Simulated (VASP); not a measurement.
# MoSe (P3m1) in VASP: notebook

MoSe is run at these levels: PBE; tasks: electric field gradients, density of states.

Program: VASP 6.6.1. These are calculated values, not measurements. Logs are shortened: lines on timing, memory, paths and dates and some standing lists are left out, and cuts for length are marked.

## Step 1: The cell of the first run

It takes space group P3m1 (No. 156, trigonal). Conventional cell: a = 3.471 Å, b = 3.471 Å, c = 4.373 Å, α = 90.00°, β = 90.00°, γ = 120.00°. Within 2.7 Å of Mo (site symmetry 3m) lie 3 Se at 2.04 Å. Se (site symmetry 3m) has 3 Mo at 2.04 Å within 2.7 Å.

## Step 2: Electric field gradients, PBE

The input, INCAR:

```
PREC = Accurate ; ENCUT = 400
EDIFF = 1E-8 ; ISMEAR = -1
SIGMA = 0.05 ; LREAL = F
LASPH = T ; NELM = 120
ALGO = Normal ; ISIF = 2
LWAVE = F ; LCHARG = F
GGA = PE ; LEFG = T
NBANDS = 17 ; GGA_COMPAT = F
```

The input, KPOINTS:

```
regular mesh
0
Gamma
  9 9 6
```

The input, POSCAR:

```
MoSe
1.0
    3.4706685900      0.0000000000      0.0000000000
   -1.7353343000      3.0056871700      0.0000000000
    0.0000000000      0.0000000000      4.3727953400
Mo Se
1 1
Direct
    0.6666666700      0.3333333300      0.0254445500
    0.3333333300      0.6666666700      0.1184304700
```

Potentials or basis: VASP PAW PBE potentials, release 64 (Mo_sv, Se).

Launch:

```
$ cat potpaw_PBE.64/Mo_sv/POTCAR potpaw_PBE.64/Se/POTCAR > POTCAR
$ mpirun -np 1 vasp_std > vasp.out
```

OUTCAR:

```text
PREC = Accurate
   ENCUT = 400
   EDIFF = 1E-8
   ISMEAR = -1
   LREAL = F
   LASPH = T
   NELM = 120
   ISIF = 2
   GGA = PE

 ion  position               nearest neighbor table
   1  0.667  0.333  0.025-   2 2.04   2 2.04   2 2.04
   2  0.333  0.667  0.118-   1 2.04   1 2.04   1 2.04

  LATTYP: Found a hexagonal cell.
 ALAT       =     3.4706685900
 C/A-ratio  =     1.2599288081

  Lattice vectors:

 A1 = (   3.4706685900,   0.0000000000,   0.0000000000)
 A2 = (  -1.7353343000,   3.0056871700,   0.0000000000)
 A3 = (   0.0000000000,   0.0000000000,   4.3727953400)

Analysis of symmetry for initial positions (statically):
=====================================================================
 Subroutine PRICEL returns:
 Original cell was already a primitive cell.

 Routine SETGRP: Setting up the symmetry group for a
 hexagonal supercell.

 Subroutine GETGRP returns: Found  6 space group operations
 (whereof  6 operations were pure point group operations)
 out of a pool of 24 trial point group operations.

The static configuration has the point symmetry C_3v.

Analysis of symmetry for dynamics (positions and initial velocities):
=====================================================================
 Subroutine PRICEL returns:
 Original cell was already a primitive cell.

 Routine SETGRP: Setting up the symmetry group for a
 hexagonal supercell.

 Subroutine GETGRP returns: Found  6 space group operations
 (whereof  6 operations were pure point group operations)
 out of a pool of 24 trial point group operations.

The dynamic configuration has the point symmetry C_3v.

 Subroutine INISYM returns: Found  6 space group operations
 (whereof  6 operations are pure point group operations),
 and found     1 'primitive' translations

----------------------------------------------------------------------------------------

                                     Primitive cell

  volume of cell :      45.6159

  direct lattice vectors                    reciprocal lattice vectors
     3.470668590  0.000000000  0.000000000     0.288128922  0.166351311  0.000000000
    -1.735334300  3.005687170  0.000000000     0.000000000  0.332702621  0.000000000
     0.000000000  0.000000000  4.372795340     0.000000000  0.000000000  0.228686669

  length of vectors
     3.470668590  3.470668595  4.372795340     0.332702622  0.332702621  0.228686669

  position of ions in fractional coordinates (direct lattice)
     0.666666670  0.333333330  0.025444550
     0.333333330  0.666666670  0.118430470

  ion indices of the primitive-cell ions
   primitive index   ion index
                 1           1
                 2           2

----------------------------------------------------------------------------------------

 KPOINTS: regular mesh

Automatic generation of k-mesh.
 Grid dimensions read from file:
 generate k-points for:    9    9    6

 Generating k-lattice:

  Cartesian coordinates                     Fractional coordinates (reciprocal lattice)
     0.032014325  0.018483479  0.000000000     0.111111111  0.000000000  0.000000000
     0.000000000  0.036966958  0.000000000     0.000000000  0.111111111  0.000000000
     0.000000000  0.000000000  0.038114445     0.000000000  0.000000000  0.166666667

  Length of vectors
     0.036966958  0.036966958  0.038114445

  Shift w.r.t. Gamma in fractional coordinates (k-lattice)
     0.000000000  0.000000000  0.000000000

 Subroutine IBZKPT returns following result:
 ===========================================

 Found     62 irreducible k-points:

 Following reciprocal coordinates:
            Coordinates               Weight
  0.000000  0.000000  0.000000      1.000000
  0.111111 -0.000000  0.000000      6.000000
  0.222222  0.000000  0.000000      6.000000
  0.333333  0.000000  0.000000      6.000000
  0.444444  0.000000  0.000000      6.000000
  0.111111  0.111111  0.000000      6.000000
[... 16 lines left out ...]
  0.222222  0.111111  0.166667     12.000000
 -0.111111  0.333333  0.166667     12.000000
 [... further k-points ...]
   k-points           NKPTS =     62   k-points in BZ     NKDIM =     62   number of bands    NBANDS=     17
   number of dos      NEDOS =    301   number of ions     NIONS =      2
   total plane-waves  NPLWV =  17280
   dimension x,y,z NGX =    24 NGY =   24 NGZ =   30
   dimension x,y,z NGXF=    48 NGYF=   48 NGZF=   60
   ions per type =               1   1
   NGX,Y,Z   is equivalent  to a cutoff of  11.50, 11.50, 11.41 a.u.
   NGXF,Y,Z  is equivalent  to a cutoff of  22.99, 22.99, 22.81 a.u.
 SYSTEM =  unknown system
   PREC   = accura    normal or accurate (medium, high low for compatibility)
   ISTART =      0    job   : 0-new  1-cont  2-samecut
   ICHARG =      2    charge: 1-file 2-atom 10-const
   ISPIN  =      1    spin polarized calculation?
   LNONCOLLINEAR =      F non collinear calculations
   LSORBIT =      F    spin-orbit coupling
   LASPH  =      T    aspherical Exc in radial PAW
   ENCUT  =  400.0 eV  29.40 Ry    5.42 a.u.   5.66  5.66  7.13*2*pi/ulx,y,z
   NELM   =    120;   NELMIN=  2; NELMDL= -5     # of ELM steps
   EDIFF  = 0.1E-07   stopping-criterion for ELM
   LREAL  =      F    real-space projection
   EDIFFG = 0.1E-06   stopping-criterion for IOM
   NSW    =      0    number of steps for IOM
   IBRION =     -1    ionic relax: 0-MD 1-quasi-New 2-CG
   NFREE  =      0    steps in history (QN), initial steepest desc. (CG)
   ISIF   =      2    stress and relaxation
   ISYM   =      2    0-nonsym 1-usesym 2-fastsym
   POTIM  = 0.5000    time-step for ionic-motion
   TEBEG  =    0.0;   TEEND  =   0.0 temperature during run
   PSTRESS=    0.0 pullay stress
   NELECT =      20.0000    total number of electrons
   NUPDOWN=      -1.0000    fix difference up-down
   EMIN   =  10.00;   EMAX   =-10.00  energy-range for DOS
   EFERMI =   0.00;   METHOD = LEGACY
   ISMEAR =    -1;   SIGMA  =   0.05  broadening in eV -4-tet -1-fermi 0-gaus
   EFERMI_NEDOS =   21; number of points for ismear=-14 and -15
   IALGO  =     38    algorithm
   IMIX   =      4    mixing-type and parameters
     AMIX     =   0.40;   BMIX     =  1.00
     AMIX_MAG =   1.60;   BMIX_MAG =  1.00
  volume/ion in A,a.u.               =      22.81       153.92
  Fermi-wavevector in a.u.,A,eV,Ry     =   1.243692  2.350237 21.045077  1.546770
  Thomas-Fermi vector in A             =   2.377991
   LORBIT       =      0    0 simple, 1 ext, 2 COOP (PROOUT), +10 PAW based schemes
   GGA     = PE    functional components
   LHFCALC =     F    Hartree Fock is set to
   AEXX    =    0.0000 exact exchange contribution
   IVDW    =     0    specifies the selected vdW correction
   LEPSILON=     F    determine dielectric tensor
   LRPA    =     F    only Hartree local field effects (RPA)
 non-spin polarized calculation
  energy-cutoff  :      400.00
  volume of cell :       45.62
 maximum number of plane-waves:       854
 NGX is ok and might be reduce to    24
   NGX = 11   NGY = 11   NGZ = 15

 number of electron      20.0000007 magnetization

 Free energy of the ion-electron system (eV)
  ---------------------------------------------------
  ext. energy  EPLUGINS =         0.00000000
  ---------------------------------------------------
  free energy    TOTEN  =        -7.87405655 eV

  energy without entropy =       -7.83760302  energy(sigma->0) =       -7.85582978

 E-fermi :   5.6234     XC(G=0):  -9.8013

 val. band max:        5.6147421685   @ k =  -0.2222  -0.4444   0.1667
 cond. band min:       5.6275734384   @ k =   0.3333   0.1111   0.0000
 fundamental gap:      0.0128312699
 Fermi energy:         5.6233719162

 k-point     1 :       0.0000    0.0000    0.0000
  band No.  band energies     occupation
      1     -54.4443      2.00000
      2     -29.0514      2.00000
      3     -29.0514      2.00000
      4     -28.4215      2.00000
      5      -9.7098      2.00000
      6      -0.7135      2.00000
[... 9 lines left out ...]
     16      17.3712      0.00000
     17      17.3906      0.00000

 k-point     2 :       0.1111   -0.0000    0.0000
  band No.  band energies     occupation
      1     -54.4411      2.00000
      2     -29.0964      2.00000
      3     -29.0617      2.00000
      4     -28.4165      2.00000
      5      -9.5396      2.00000
      6      -0.8076      2.00000
[... 9 lines left out ...]
     16      16.2081      0.00000
     17      17.6943      0.00000

 k-point     3 :       0.2222    0.0000    0.0000
  band No.  band energies     occupation
      1     -54.4329      2.00000
      2     -29.2097      2.00000
      3     -29.0883      2.00000
      4     -28.4060      2.00000
      5      -9.1110      2.00000
      6      -0.9407      2.00000
[... 9 lines left out ...]
     16      15.0803      0.00000
     17      18.0731      0.00000

 k-point     4 :       0.3333    0.0000    0.0000
  band No.  band energies     occupation
      1     -54.4235      2.00000
      2     -29.3349      2.00000
      3     -29.1185      2.00000
      4     -28.3942      2.00000
      5      -8.6364      2.00000
      6      -0.8951      2.00000
[... 9 lines left out ...]
     16      15.4266      0.00000
     17      16.9351      0.00000

 k-point     5 :       0.4444    0.0000    0.0000
  band No.  band energies     occupation
      1     -54.4174      2.00000
      2     -29.4149      2.00000
      3     -29.1378      2.00000
      4     -28.3867      2.00000
      5      -8.3418      2.00000
      6      -0.7450      2.00000
[... 9 lines left out ...]
     16      15.9062      0.00000
     17      16.6395      0.00000

 k-point     6 :       0.1111    0.1111    0.0000
  band No.  band energies     occupation
      1     -54.4353      2.00000
      2     -29.1728      2.00000
      3     -29.0835      2.00000
      4     -28.4092      2.00000
      5      -9.2392      2.00000
      6      -0.9022      2.00000
[... 9 lines left out ...]
     16      15.4501      0.00000
     17      17.2630      0.00000
[... 281 lines left out ...]
 k-point    21 :       0.0000    0.4444    0.1667
  band No.  band energies     occupation
      1     -54.4174      2.00000
      2     -29.4146      2.00000
      3     -29.1378      2.00000
      4     -28.3878      2.00000
      5      -8.3285      2.00000
      6      -0.7689      2.00000
[... 9 lines left out ...]
     16      16.3752      0.00000
     17      16.9745      0.00000

 k-point    22 :       0.1111    0.1111    0.1667
  band No.  band energies     occupation
      1     -54.4353      2.00000
      2     -29.1726      2.00000
      3     -29.0834      2.00000
      4     -28.4105      2.00000
      5      -9.2211      2.00000
      6      -0.8917      2.00000
[... 9 lines left out ...]
     16      15.1560      0.00000
     17      17.1341      0.00000

 k-point    23 :       0.2222    0.1111    0.1667
  band No.  band energies     occupation
      1     -54.4265      2.00000
      2     -29.2842      2.00000
      3     -29.1189      2.00000
      4     -28.3992      2.00000
      5      -8.7675      2.00000
      6      -0.8459      2.00000
[... 9 lines left out ...]
     16      15.1619      0.00000
     17      16.9578      0.00000

 k-point    24 :      -0.1111    0.3333    0.1667
  band No.  band energies     occupation
      1     -54.4265      2.00000
      2     -29.2843      2.00000
      3     -29.1189      2.00000
      4     -28.3992      2.00000
      5      -8.7669      2.00000
      6      -0.8792      2.00000
[... 9 lines left out ...]
     16      15.0486      0.00000
     17      16.8814      0.00000

 [... further k-points ...]
[... 5 lines left out ...]
  --------------------------------------------------------------------------------------
  -------------------------------------------------------------------------------------
  Total       29.5595815     29.5595815      0.4524669     -0.0000000      0.0000000      0.0000000
  in kB     1038.2281233   1038.2281253     15.8921014     -0.0000017      0.0000000      0.0000000
  external PRESSURE =     697.4494500 kB  Pullay stress =       0.0000000 kB

 VOLUME and BASIS-vectors are now :
 -----------------------------------------------------------------------------
  energy-cutoff  :      400.00
  volume of cell :       45.62
      direct lattice vectors                 reciprocal lattice vectors
     3.470668590  0.000000000  0.000000000     0.288128922  0.166351311  0.000000000
    -1.735334300  3.005687170  0.000000000     0.000000000  0.332702621  0.000000000
     0.000000000  0.000000000  4.372795340     0.000000000  0.000000000  0.228686669

 POSITION                                       TOTAL-FORCE (eV/Angst)
 -----------------------------------------------------------------------------------
      1.73533      1.00190      0.11126        -0.000000     -0.000000     -6.205256
     -0.00000      2.00379      0.51787         0.000000      0.000000      6.205256
 -----------------------------------------------------------------------------------
    total drift:                               -0.000031      0.000017     -0.000271

  FREE ENERGIE OF THE ION-ELECTRON SYSTEM (eV)
  ---------------------------------------------------
  free  energy   TOTEN  =        -7.8740565476 eV

  energy  without entropy=       -7.8376030186  energy(sigma->0) =       -7.85582978

 Electric field gradients (V/A^2)
---------------------------------------------------------------------
 ion       V_xx      V_yy      V_zz      V_xy      V_xz      V_yz
---------------------------------------------------------------------
   1    -110.131  -110.131   220.262    -0.000    -0.000     0.000
   2    -112.538  -112.538   225.076     0.000     0.000    -0.000
---------------------------------------------------------------------

 Electric field gradients after diagonalization (V/A^2)
 (convention: |V_zz| > |V_xx| > |V_yy|)
----------------------------------------------------------------------
 ion       V_xx      V_yy      V_zz     asymmetry (V_yy - V_xx)/ V_zz
----------------------------------------------------------------------
   1    -110.131  -110.131   220.262       0.000
   2    -112.538  -112.538   225.076       0.000
----------------------------------------------------------------------

           NMR quadrupolar parameters

 Cq : quadrupolar parameter    Cq=e*Q*V_zz/h
 eta: asymmetry parameters     (V_yy - V_xx)/ V_zz
 Q  : nuclear electric quadrupole moment in mb (millibarn)
----------------------------------------------------------------------
 ion       Cq(MHz)       eta       Q (mb)
----------------------------------------------------------------------
   1       0.533       0.000       1.000
   2       0.544       0.000       1.000
----------------------------------------------------------------------
```

It took 27 s on 1 thread of Intel Xeon Platinum 8375C at 2.90GHz (Ice Lake), shared host; peak memory 0.16 GiB.

What came out:

```
Free energy            : -7.8741 eV
Pressure               : 69.7 GPa
Largest force          : 6.205 eV/Å
Band gap on the k mesh : zero (band 10 reaches 5.86 eV, above the bottom of band 11 at 5.52 eV)
```

Forces in eV/Å, atoms in the order of the input:
```
Mo   0.000  0.000 -6.205
Se   0.000  0.000  6.205
```

Levels at points of the mesh, in eV from the Fermi level:
```csv
k point,band 6,band 7,band 8,band 9,band 10,band 11,band 12,band 13,band 14,band 15
"(0.00, 0.00, 0.00)",-6.34,-6.34,-4.56,-0.74,0.13,0.13,4.54,7.18,8.32,8.32
"(0.00, 0.00, 0.50)",-6.32,-6.32,-5.29,0.01,0.01,0.61,5.17,6.02,8.25,8.25
```

Electric field gradients, principal values (V/Å²):
```
atom     least    middle  greatest (by size)
1 Mo  -110.131  -110.131             220.262
2 Se  -112.538  -112.538             225.076
```

Caveat: without QUAD_EFG the Cq values of the log hold for a quadrupole moment of 1 mb, not for the nuclei; forces of over 1 eV/Å act on the atoms, so gaps and moduli don't describe the material at rest.

(Part 1 of 2 ends here.)
